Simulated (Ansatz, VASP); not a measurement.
AlGaN2: VASP beside Ansatz

```
Al Ga N
1.0
     3.10947    0.00000    0.00000
     0.00000    3.10947    0.00000
     0.00000    0.00000    4.42384
Al Ga N
1 1 2
Direct
  0.50000 0.50000 0.50000
  0.00000 0.00000 0.00000
  0.50000 0.00000 0.73826
  0.00000 0.50000 0.26174
```

Change from the starting cell: strain -0.0100 x Voigt [1, 1, 0, 0, 0, 0], atoms carried along.

Alike in both runs: task single point; functional LDA; k mesh 8 × 8 × 6; occupations gaussian, width 0.05 eV; no spin polarisation.

```csv
,VASP,Ansatz
version,VASP 6.6.1,Ansatz 0.2.0
potentials or method,"VASP PAW LDA potentials, release 64 (Al, Ga_d, N), cutoff 520 eV","scalar-relativistic, plane waves, PAW"
valence electrons in the cell,26,26
```

```tsv
	VASP	Ansatz	Ansatz less VASP
gap on the k mesh at the Fermi level (eV)	3.00	2.99	-0.011
least direct gap on the mesh (eV)	3.00	2.99	-0.011
pressure (GPa)	-0.2	-1.1	-0.85
traceless stress, the component that is largest in VASP (GPa)	-1.07	-1.09	-0.020
rms of the force components (eV/Å)	0.078	0.090	+0.0116
```

LDA's correlation is that of Perdew and Zunger in VASP and of Perdew and Wang (1992) in Ansatz. Atom by atom the forces differ by 0.012 eV/Å (rms over components).
